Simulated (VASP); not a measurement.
Runs of VASP 6.6.1 on Ir. The structure is that of space group Fm-3m (No. 225), or close to it. The cells are those of the table. 

```tsv
task	cell	k mesh	cutoff (eV)	gap on the mesh (eV)	pressure (GPa)
relaxation of cell and atoms	relaxed to 50 GPa from a = 2.636 Å, angles 60.0°, 1 atom	18 × 18 × 18	600	none	50.0
single point	a = 2.725 Å, angles 60.0°, 1 atom	8 × 8 × 8	500	none	6.6
single point	a = 2.639 Å, angles 60.0°, 1 atom	18 × 18 × 18	520	none	(a)
relaxation of cell and atoms	relaxed from a = 2.725 Å, angles 60.0°, 1 atom	18 × 18 × 18	600	none	0.0
relaxation of cell and atoms	relaxed to -1 GPa from a = 2.746 Å, angles 60.0°, 1 atom	18 × 18 × 18	600	none	-1.0
single point	a = 2.681 Å, angles 60.0°, 1 atom	18 × 18 × 18	520	none	25.8
single point	a = 2.587 Å, angles 60.0°, 1 atom	20 × 20 × 20	520	none	91.9
relaxation of cell and atoms	relaxed to 12 GPa from a = 2.708 Å, angles 60.0°, 1 atom	18 × 18 × 18	600	none	12.0
```

Alike in all rows: level PBE; potentials or basis VASP PAW PBE potentials, release 64 (Ir); no spin polarisation; smearing gaussian 0.1 eV.

**Question.** Estimate the missing entries.

**Answer.** (a) 51.0.

Caveats: spin-orbit coupling is left out, which moves the levels of the heavy elements; the cell is relaxed towards a set pressure, so the enthalpy falls and the energy may rise (some runs).

A k mesh can miss the band edges, and the runs leave out spin-orbit coupling on Ir.

A gap of «none» marks levels without a gap at the run's occupations.
